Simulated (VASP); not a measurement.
MgCdS4: single point with PBE

MgCdS4:

```
Mg Cd S
1.0
    -3.62593    3.62593    2.65146
     3.62593   -3.62593    2.65146
     3.62593    3.62593   -2.65146
Mg Cd S
1 1 4
Cartesian
  0.0000 0.0000 2.6515
  0.0000 0.0000 0.0000
  1.8373 1.8373 0.0000
  1.7886 1.7886 2.6515
  1.7886 -1.7886 2.6515
  -1.7886 1.7886 2.6515
```

* Program: VASP 6.6.1
* Task: single point
* Functional: PBE
* Potentials or basis: VASP PAW PBE potentials, release 64 (Mg, Cd, S)
* Cutoff: 520 eV
* k mesh: 4 × 4 × 4
* Occupations: gaussian, width 0.1 eV
* Spin: no spin polarisation
* Dipole correction: no
* Further INCAR settings: ALGO = Normal; EDIFF = 1e-07; NBANDS = 28

| Item | Value |
| --- | --- |
| Pressure | 0.1 GPa |
| Largest force | 0.052 eV/Å |
| Band gap on the k mesh | zero (band 19 reaches 2.85 eV, above the bottom of band 20 at 1.21 eV) |

Forces in eV/Å, atoms in the order of the input:
```
Mg   0.000  0.000  0.000
Cd   0.000  0.000  0.000
S    0.037  0.037  0.000
S   -0.037 -0.037  0.000
S   -0.037  0.037  0.000
S    0.037 -0.037  0.000
```

Stress tensor (GPa, compression positive):
```
0.11 0.00 0.00
0.00 0.11 0.00
0.00 0.00 0.03
```

Levels at points of the mesh, in eV from the Fermi level:
```csv
k point,band 17,band 18,band 19,band 20,band 21,band 22
"(0.00, 0.00, 0.00)",-1.33,-1.02,0.18,0.36,0.99,3.37
"(0.50, 0.00, 0.00)",-1.15,-0.94,-0.81,-0.41,-0.32,1.56
"(0.50, 0.50, 0.00)",-1.66,-0.16,-0.02,1.55,2.02,3.49
"(0.50, 0.50, 0.50)",-0.66,0.38,0.38,2.85,3.22,3.48
```

Run time: 100 s on 1 thread of Intel(R) Xeon(R) Platinum 8488C (Sapphire Rapids), with other jobs on the host, peak memory 0.33 GiB.

Caveat: the k points lie up to 0.37 Å⁻¹ apart.
